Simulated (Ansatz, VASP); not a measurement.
CuO in VASP and in Ansatz

```
CELL_PARAMETERS angstrom
0.00000 2.26164 2.26164
2.26164 0.00000 2.26164
2.26164 2.26164 0.00000
ATOMIC_POSITIONS crystal
Cu 0.00000 0.00000 0.00000
O 0.75000 0.75000 0.75000
```

Alike in both runs: functional PBE; k mesh 22 × 22 × 22; occupations gaussian, width 0.1 eV; no spin polarisation.

Ansatz relaxed the structure, and its values are those at the end. VASP's run is a single point on that final structure, the one shown.

```csv
,VASP,Ansatz
version,VASP 6.6.1,Ansatz 0.2.0
potentials or method,"VASP PAW PBE potentials, release 64 (Cu, O), cutoff 520 eV","scalar-relativistic, plane waves, PAW"
valence electrons in the cell,17,25
```

```csv
,VASP,Ansatz,Ansatz less VASP
gap on the k mesh at the Fermi level (eV),none,none,-
pressure (GPa),0.6,0.0,-0.58
```

A gap of «none» marks a metal or a gap that the smearing closes. With one functional, cell and mesh, what is left measures potentials, basis and numerics. VASP's potentials hold 17 valence electrons a cell and Ansatz's 25, so a difference there can come from the potentials and not from the codes.
